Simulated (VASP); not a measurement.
P:

```
P
1.0
     2.84196    1.70051    4.34636
    -2.92572    1.74531    4.38515
    -0.00308   -3.34790    4.32788
P
7
Direct
  0.45878 0.09299 0.77649
  0.79069 0.47618 0.10723
  0.10291 0.81086 0.44213
  0.56104 0.87290 0.25251
  0.17389 0.52834 0.88065
  0.87719 0.19950 0.55145
  0.03550 0.01923 0.98954
```

```yaml
Program: VASP 6.6.1
Task: relaxation of cell and atoms
Functional: PBE
Potentials_or_basis: VASP PAW PBE potentials, release 64 (P)
Cutoff: 500 eV
k_mesh: 6 × 6 × 6
Occupations: gaussian, width 0.2 eV
Spin: no spin polarisation
```

At the start: pressure 4.6 GPa; volume 18.18 Å³/atom.

Task: How do energy, volume and symmetry change on relaxing?

Result: Over 39 steps the energy falls by 159.7 meV/atom and the volume is 19.69 Å³/atom (+8.3 %); space group P1 (No. 1, to 0.1 Å) before, P-1 (No. 2, to 0.1 Å).

Step by step:
```tsv
step	energy change (eV)	largest force (eV/Å)	pressure (GPa)	volume (Å³)
1	0.0000	4.1361	4.65	127.29
2	-0.4343	1.4223	-5.08	137.00
3	-0.6523	1.1439	-2.30	132.65
4	-0.8710	0.7684	-0.08	129.13
5	-0.8962	0.7523	1.22	127.56
6	-0.9843	0.3462	0.69	128.66
7	-0.9906	0.3393	0.59	129.04
8	-1.0063	0.1934	-0.31	130.50
9	-1.0064	0.2052	-0.38	130.60
10	-1.0201	0.1398	-0.09	130.54
11	-1.0305	0.2193	0.50	130.42
12	-1.0395	0.2196	0.09	131.12
13	-1.0430	0.3229	-0.38	131.95
14	-1.0537	0.2524	-0.30	132.02
15	-1.0645	0.1814	-0.12	132.15
16	-1.0695	0.1008	0.24	131.87
17	-1.0700	0.1081	0.40	131.75
18	-1.0735	0.0926	0.19	132.14
19	-1.0770	0.1260	-0.37	133.23
20	-1.0802	0.1236	-0.26	133.17
21	-1.0852	0.1482	0.10	132.98
22	-1.0855	0.1650	0.23	132.91
23	-1.0911	0.1235	0.20	133.25
24	-1.0946	0.1465	0.18	133.80
25	-1.0993	0.1238	0.14	134.38
26	-1.1028	0.1881	0.11	135.53
27	-1.1069	0.1374	0.01	136.25
28	-1.1110	0.1393	-0.17	137.82
29	-1.1136	0.0887	-0.02	137.60
30	-1.1137	0.0976	0.01	137.55
31	-1.1154	0.0630	0.06	137.45
32	-1.1155	0.0675	0.07	137.43
33	-1.1165	0.0466	-0.02	137.61
34	-1.1167	0.0492	-0.08	137.72
35	-1.1171	0.0393	0.09	137.54
36	-1.1171	0.0379	0.08	137.55
37	-1.1174	0.0464	-0.02	137.75
38	-1.1174	0.0418	-0.01	137.73
39	-1.1176	0.0210	0.02	137.81
```

Final structure:
```
P
1.0
     2.43989    2.01046    4.65122
    -3.33141    1.91781    5.28571
    -0.50531   -3.04327    4.59415
P
7
Direct
  0.42029 0.14037 0.78408
  0.77569 0.50120 0.10034
  0.12473 0.81999 0.44466
  0.57610 0.86000 0.21838
  0.22579 0.49900 0.90202
  0.87669 0.17497 0.55694
  0.00072 0.00447 0.99357
```

Caveat: a cell axis changed by over 15 % at a fixed basis, so the end point is rough.
